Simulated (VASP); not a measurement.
# Si2W (I4/mmm) in VASP: further runs

Runs on Si2W. Level: LDA. Tasks: single point.

Everything below comes from runs of VASP 6.6.1. Logs are shortened: lines on timing, memory, paths and dates and some standing lists are left out, and cuts for length are marked.

**1. The cell of the first run**

The structure is tetragonal, space group I4/mmm (No. 139). Conventional cell: a = 3.214 Å, b = 3.214 Å, c = 7.830 Å, α = 90.00°, β = 90.00°, γ = 90.00°. W (site symmetry 4/mmm) has 10 Si at 2.62 Å and 4 W at 3.21 Å within 3.4 Å. Si (site symmetry 4mm) has 9 Si at 2.59 to 3.21 Å and 5 W at 2.62 Å within 3.4 Å.

**2. Single point, LDA**

File INCAR:

```
PREC     = Accurate       # precision mode
ENCUT    = 520            # plane-wave cutoff, eV
EDIFF    = 1E-7           # SCF threshold, eV
ISMEAR   = -1             # smearing method
SIGMA    = 0.05           # smearing width, eV
LREAL    = F              # projectors in reciprocal space
LASPH    = T              # aspherical terms in the spheres
NELM     = 80             # most SCF steps
ALGO     = Normal         # electronic algorithm
ISIF     = 2              # what is computed and relaxed
LWAVE    = F              # write WAVECAR
LCHARG   = F              # write CHGCAR
GGA      = CA             # functional
NBANDS   = 18             # bands
```

File KPOINTS:

```
Automatic mesh
0
Gamma
  12 12 12
```

File POSCAR:

```
Si2W
1.0
   -1.6069000000      1.6069000000      3.9149500000
    1.6069000000     -1.6069000000      3.9149500000
    1.6069000000      1.6069000000     -3.9149500000
W Si
1 2
Direct
    0.0000000000      0.0000000000      0.0000000000
    0.6653000000      0.6653000000      0.0000000000
    0.3347000000      0.3347000000      0.0000000000
```

Potentials or basis: VASP PAW LDA potentials, release 64 (W_sv, Si).

On the command line:

```
> cat potpaw_LDA.64/W_sv/POTCAR potpaw_LDA.64/Si/POTCAR > POTCAR
> mpirun -np 1 vasp_std > vasp.out
```

OUTCAR:

```text
PREC = Accurate
   ENCUT = 520
   EDIFF = 1E-7
   ISMEAR = -1
   LREAL = F
   LASPH = T
   NELM = 80
   ISIF = 2
   GGA = CA

 ion  position               nearest neighbor table
   1  0.000  0.000  0.000-   2 2.62   2 2.62   2 2.62   3 2.62   2 2.62   3 2.62   3 2.62   3 2.62
                             2 2.62   3 2.62
   2  0.665  0.665  0.000-   3 2.59   1 2.62   1 2.62   1 2.62   1 2.62   1 2.62   3 2.63   3 2.63
                             3 2.63   3 2.63
   3  0.335  0.335  0.000-   2 2.59   1 2.62   1 2.62   1 2.62   1 2.62   1 2.62   2 2.63   2 2.63
                             2 2.63   2 2.63

  LATTYP: Found a body centered tetragonal cell.
 ALAT       =     3.2138000000
 C/A-ratio  =     2.4363370465

  Lattice vectors:

 A1 = (  -1.6069000000,   1.6069000000,   3.9149500000)
 A2 = (   1.6069000000,  -1.6069000000,   3.9149500000)
 A3 = (   1.6069000000,   1.6069000000,  -3.9149500000)

Analysis of symmetry for initial positions (statically):
=====================================================================
 Subroutine PRICEL returns:
 Original cell was already a primitive cell.

 Routine SETGRP: Setting up the symmetry group for a
 body centered tetragonal supercell.

 Subroutine GETGRP returns: Found 16 space group operations
 (whereof 16 operations were pure point group operations)
 out of a pool of 16 trial point group operations.

The static configuration has the point symmetry D_4h.

Analysis of symmetry for dynamics (positions and initial velocities):
=====================================================================
 Subroutine PRICEL returns:
 Original cell was already a primitive cell.

 Routine SETGRP: Setting up the symmetry group for a
 body centered tetragonal supercell.

 Subroutine GETGRP returns: Found 16 space group operations
 (whereof 16 operations were pure point group operations)
 out of a pool of 16 trial point group operations.

The dynamic configuration has the point symmetry D_4h.

 Subroutine INISYM returns: Found 16 space group operations
 (whereof 16 operations are pure point group operations),
 and found     1 'primitive' translations

----------------------------------------------------------------------------------------

                                     Primitive cell

  volume of cell :      40.4356

  direct lattice vectors                    reciprocal lattice vectors
    -1.606900000  1.606900000  3.914950000     0.000000000  0.311158131  0.127715552
     1.606900000 -1.606900000  3.914950000     0.311158131  0.000000000  0.127715552
     1.606900000  1.606900000 -3.914950000     0.311158131  0.311158131  0.000000000

  length of vectors
     4.526708376  4.526708376  4.526708376     0.336348992  0.336348992  0.440044048

  position of ions in fractional coordinates (direct lattice)
     0.000000000  0.000000000  0.000000000
     0.665300000  0.665300000  0.000000000
     0.334700000  0.334700000  0.000000000

  ion indices of the primitive-cell ions
   primitive index   ion index
                 1           1
                 2           2
                 3           3

----------------------------------------------------------------------------------------

 KPOINTS: Automatic mesh

Automatic generation of k-mesh.
 Grid dimensions read from file:
 generate k-points for:   12   12   12

 Generating k-lattice:

  Cartesian coordinates                     Fractional coordinates (reciprocal lattice)
     0.000000000  0.025929844  0.010642963     0.083333333  0.000000000  0.000000000
     0.025929844  0.000000000  0.010642963     0.000000000  0.083333333  0.000000000
     0.025929844  0.025929844  0.000000000     0.000000000  0.000000000  0.083333333

  Length of vectors
     0.028029083  0.028029083  0.036670337

  Shift w.r.t. Gamma in fractional coordinates (k-lattice)
     0.000000000  0.000000000  0.000000000

 Subroutine IBZKPT returns following result:
 ===========================================

 Found    163 irreducible k-points:

 Following reciprocal coordinates:
            Coordinates               Weight
  0.000000  0.000000  0.000000      1.000000
  0.083333  0.000000  0.000000      8.000000
  0.166667 -0.000000  0.000000      8.000000
  0.250000  0.000000  0.000000      8.000000
  0.333333  0.000000  0.000000      8.000000
  0.416667  0.000000  0.000000      8.000000
[... 16 lines left out ...]
  0.500000  0.166667 -0.000000     16.000000
 -0.416667  0.166667  0.000000     16.000000
 [... further k-points ...]
   k-points           NKPTS =    163   k-points in BZ     NKDIM =    163   number of bands    NBANDS=     18
   number of dos      NEDOS =    301   number of ions     NIONS =      3
   total plane-waves  NPLWV =  46656
   dimension x,y,z NGX =    36 NGY =   36 NGZ =   36
   dimension x,y,z NGXF=    72 NGYF=   72 NGZF=   72
   ions per type =               1   2
   NGX,Y,Z   is equivalent  to a cutoff of  13.22, 13.22, 13.22 a.u.
   NGXF,Y,Z  is equivalent  to a cutoff of  26.44, 26.44, 26.44 a.u.
 SYSTEM =  unknown system
   PREC   = accura    normal or accurate (medium, high low for compatibility)
   ISTART =      0    job   : 0-new  1-cont  2-samecut
   ICHARG =      2    charge: 1-file 2-atom 10-const
   ISPIN  =      1    spin polarized calculation?
   LNONCOLLINEAR =      F non collinear calculations
   LSORBIT =      F    spin-orbit coupling
   LASPH  =      T    aspherical Exc in radial PAW
   ENCUT  =  520.0 eV  38.22 Ry    6.18 a.u.   8.42  8.42  8.42*2*pi/ulx,y,z
   NELM   =     80;   NELMIN=  2; NELMDL= -5     # of ELM steps
   EDIFF  = 0.1E-06   stopping-criterion for ELM
   LREAL  =      F    real-space projection
   EDIFFG = 0.1E-05   stopping-criterion for IOM
   NSW    =      0    number of steps for IOM
   IBRION =     -1    ionic relax: 0-MD 1-quasi-New 2-CG
   NFREE  =      0    steps in history (QN), initial steepest desc. (CG)
   ISIF   =      2    stress and relaxation
   ISYM   =      2    0-nonsym 1-usesym 2-fastsym
   POTIM  = 0.5000    time-step for ionic-motion
   TEBEG  =    0.0;   TEEND  =   0.0 temperature during run
   PSTRESS=    0.0 pullay stress
   NELECT =      22.0000    total number of electrons
   NUPDOWN=      -1.0000    fix difference up-down
   EMIN   =  10.00;   EMAX   =-10.00  energy-range for DOS
   EFERMI =   0.00;   METHOD = LEGACY
   ISMEAR =    -1;   SIGMA  =   0.05  broadening in eV -4-tet -1-fermi 0-gaus
   EFERMI_NEDOS =   21; number of points for ismear=-14 and -15
   IALGO  =     38    algorithm
   IMIX   =      4    mixing-type and parameters
     AMIX     =   0.40;   BMIX     =  1.00
     AMIX_MAG =   1.60;   BMIX_MAG =  1.00
  volume/ion in A,a.u.               =      13.48        90.96
  Fermi-wavevector in a.u.,A,eV,Ry     =   1.336476  2.525573 24.302284  1.786167
  Thomas-Fermi vector in A             =   2.465099
   LORBIT       =      0    0 simple, 1 ext, 2 COOP (PROOUT), +10 PAW based schemes
   GGA     = CA    functional components
   LHFCALC =     F    Hartree Fock is set to
   AEXX    =    0.0000 exact exchange contribution
   IVDW    =     0    specifies the selected vdW correction
   LEPSILON=     F    determine dielectric tensor
   LRPA    =     F    only Hartree local field effects (RPA)
 non-spin polarized calculation
  energy-cutoff  :      520.00
  volume of cell :       40.44
 maximum number of plane-waves:      1118
 NGX is ok and might be reduce to    36
   NGX = 17   NGY = 17   NGZ = 17

 number of electron      21.9999999 magnetization

 Free energy of the ion-electron system (eV)
  ---------------------------------------------------
  ext. energy  EPLUGINS =         0.00000000
  ---------------------------------------------------
  free energy    TOTEN  =       -27.34344363 eV

  energy without entropy =      -27.34146550  energy(sigma->0) =      -27.34245456

 E-fermi :  11.8930     XC(G=0): -12.6464

 val. band max:       11.8379673659   @ k =  -0.3333  -0.4167   0.3333
 cond. band min:      11.9201360785   @ k =  -0.4167  -0.4167   0.3333
 fundamental gap:      0.0821687126
 Fermi energy:        11.8930106433

 k-point     1 :       0.0000    0.0000    0.0000
  band No.  band energies     occupation
      1     -61.5236      2.00000
      2     -26.0453      2.00000
      3     -26.0214      2.00000
      4     -26.0214      2.00000
      5      -2.1078      2.00000
      6       5.0709      2.00000
[... 10 lines left out ...]
     17      17.5495      0.00000
     18      17.5495      0.00000

 k-point     2 :       0.0833    0.0000    0.0000
  band No.  band energies     occupation
      1     -61.5231      2.00000
      2     -26.0442      2.00000
      3     -26.0364      2.00000
      4     -26.0200      2.00000
      5      -1.9752      2.00000
      6       5.0819      2.00000
[... 10 lines left out ...]
     17      17.5672      0.00000
     18      18.0284      0.00000

 k-point     3 :       0.1667   -0.0000    0.0000
  band No.  band energies     occupation
      1     -61.5216      2.00000
      2     -26.0775      2.00000
      3     -26.0411      2.00000
      4     -26.0162      2.00000
      5      -1.5841      2.00000
      6       5.0578      2.00000
[... 10 lines left out ...]
     17      17.8924      0.00000
     18      19.1077      0.00000

 k-point     4 :       0.2500    0.0000    0.0000
  band No.  band energies     occupation
      1     -61.5197      2.00000
      2     -26.1331      2.00000
      3     -26.0369      2.00000
      4     -26.0111      2.00000
      5      -0.9541      2.00000
      6       4.7868      2.00000
[... 10 lines left out ...]
     17      18.8216      0.00000
     18      20.5204      0.00000

 k-point     5 :       0.3333    0.0000    0.0000
  band No.  band energies     occupation
      1     -61.5177      2.00000
      2     -26.1882      2.00000
      3     -26.0327      2.00000
      4     -26.0060      2.00000
      5      -0.1169      2.00000
      6       4.0845      2.00000
[... 10 lines left out ...]
     17      19.0402      0.00000
     18      20.6188      0.00000

 k-point     6 :       0.4167    0.0000    0.0000
  band No.  band energies     occupation
      1     -61.5163      2.00000
      2     -26.2281      2.00000
      3     -26.0296      2.00000
      4     -26.0023      2.00000
      5       0.8815      2.00000
      6       3.0981      2.00000
[... 10 lines left out ...]
     17      18.6913      0.00000
     18      19.1261      0.00000

 k-point     7 :       0.5000    0.0000    0.0000
  band No.  band energies     occupation
      1     -61.5157      2.00000
      2     -26.2427      2.00000
      3     -26.0284      2.00000
      4     -26.0009      2.00000
      5       1.8799      2.00000
      6       2.0932      2.00000
[... 10 lines left out ...]
     17      18.3231      0.00000
     18      18.5591      0.00000

 k-point     8 :       0.0833    0.0833    0.0000
  band No.  band energies     occupation
      1     -61.5225      2.00000
      2     -26.0437      2.00000
      3     -26.0359      2.00000
      4     -26.0342      2.00000
      5      -1.8051      2.00000
      6       4.9188      2.00000
[... 10 lines left out ...]
     17      17.9967      0.00000
     18      18.0812      0.00000
[... 229 lines left out ...]
     17      18.4006      0.00000
     18      19.7418      0.00000

 k-point    20 :       0.2500    0.1667    0.0000
  band No.  band energies     occupation
      1     -61.5177      2.00000
      2     -26.1269      2.00000
      3     -26.0659      2.00000
      4     -26.0338      2.00000
      5      -0.2807      2.00000
      6       4.2867      2.00000
[... 10 lines left out ...]
     17      18.3660      0.00000
     18      20.3550      0.00000

 k-point    21 :       0.3333    0.1667    0.0000
  band No.  band energies     occupation
      1     -61.5158      2.00000
      2     -26.1812      2.00000
      3     -26.0601      2.00000
      4     -26.0289      2.00000
      5       0.5544      2.00000
      6       3.8450      2.00000
[... 10 lines left out ...]
     17      19.1243      0.00000
     18      20.2368      0.00000

 k-point    22 :       0.4167    0.1667    0.0000
  band No.  band energies     occupation
      1     -61.5143      2.00000
      2     -26.2205      2.00000
      3     -26.0558      2.00000
      4     -26.0249      2.00000
      5       1.5167      2.00000
      6       3.0305      2.00000
[... 10 lines left out ...]
     17      19.1955      0.00000
     18      20.5261      0.00000

 k-point    23 :       0.5000    0.1667   -0.0000
  band No.  band energies     occupation
      1     -61.5138      2.00000
      2     -26.2348      2.00000
      3     -26.0542      2.00000
      4     -26.0227      2.00000
      5       1.9920      2.00000
      6       2.5618      2.00000
[... 10 lines left out ...]
     17      19.2672      0.00000
     18      20.6240      0.00000

 k-point    24 :      -0.4167    0.1667    0.0000
  band No.  band energies     occupation
      1     -61.5144      2.00000
      2     -26.2204      2.00000
      3     -26.0557      2.00000
      4     -26.0230      2.00000
      5       0.9664      2.00000
      6       3.6242      2.00000
[... 10 lines left out ...]
     17      18.9546      0.00000
     18      20.2284      0.00000

 [... further k-points ...]

------------------------ aborting loop because EDIFF is reached ----------------------------------------

  FORCE on cell =-STRESS in cart. coord.  units (eV):
  Direction    XX          YY          ZZ          XY          YZ          ZX
  --------------------------------------------------------------------------------------
  -------------------------------------------------------------------------------------
  Total       -1.2656393     -1.2656393     -1.2637588      0.0000000      0.0000000      0.0000000
  in kB      -50.1483471    -50.1483471    -50.0738355      0.0000000      0.0000000      0.0000000
  external PRESSURE =     -50.1235099 kB  Pullay stress =       0.0000000 kB

 VOLUME and BASIS-vectors are now :
 -----------------------------------------------------------------------------
  energy-cutoff  :      520.00
  volume of cell :       40.44
      direct lattice vectors                 reciprocal lattice vectors
    -1.606900000  1.606900000  3.914950000     0.000000000  0.311158131  0.127715552
     1.606900000 -1.606900000  3.914950000     0.311158131  0.000000000  0.127715552
     1.606900000  1.606900000 -3.914950000     0.311158131  0.311158131  0.000000000

 POSITION                                       TOTAL-FORCE (eV/Angst)
 -----------------------------------------------------------------------------------
      0.00000      0.00000      0.00000        -0.000000     -0.000000     -0.000000
      0.00000      0.00000      5.20923        -0.000000     -0.000000     -0.038884
      0.00000      0.00000      2.62067         0.000000      0.000000      0.038884
 -----------------------------------------------------------------------------------
    total drift:                               -0.000000     -0.000000      0.000000

  FREE ENERGIE OF THE ION-ELECTRON SYSTEM (eV)
  ---------------------------------------------------
  free  energy   TOTEN  =       -27.3434436251 eV

  energy  without entropy=      -27.3414655043  energy(sigma->0) =      -27.34245456
```

It took 3.3 min on 1 thread of Intel Xeon 8259CL, shared host; peak memory 0.26 GiB.

Results:

- Free energy: -27.3434 eV
- Pressure: -5.0 GPa
- Largest force: 0.039 eV/Å
- Band gap on the k mesh: zero (bands 11 and 12 overlap by 1.29 eV)

Forces in eV/Å, atoms in the order of the input:
```
W    0.000  0.000  0.000
Si   0.000  0.000 -0.039
Si   0.000  0.000  0.039
```

Levels at points of the mesh, in eV from the Fermi level:
```
           k point  band 7  band 8  band 9  band 10  band 11  band 12  band 13  band 14  band 15  band 16
(0.00, 0.00, 0.00)   -3.71   -3.36   -2.84    -2.84     0.58     2.73     3.01     3.09     3.09     4.58
(0.50, 0.00, 0.00)   -5.72   -4.78   -2.80    -2.78    -0.45     2.63     2.79     3.94     4.36     5.15
(0.50, 0.50, 0.00)   -5.92   -5.48   -4.99    -3.25    -1.67     2.80     2.88     3.06     3.89     4.40
(0.50, 0.50, 0.50)   -3.86   -2.58   -0.81    -0.81    -0.52    -0.52     0.76     4.48     4.77     6.20
```

Caveat: the cell stands under tension; spin-orbit coupling is left out, which moves the levels of the heavy elements.

(Continued in part 2 of 2.)
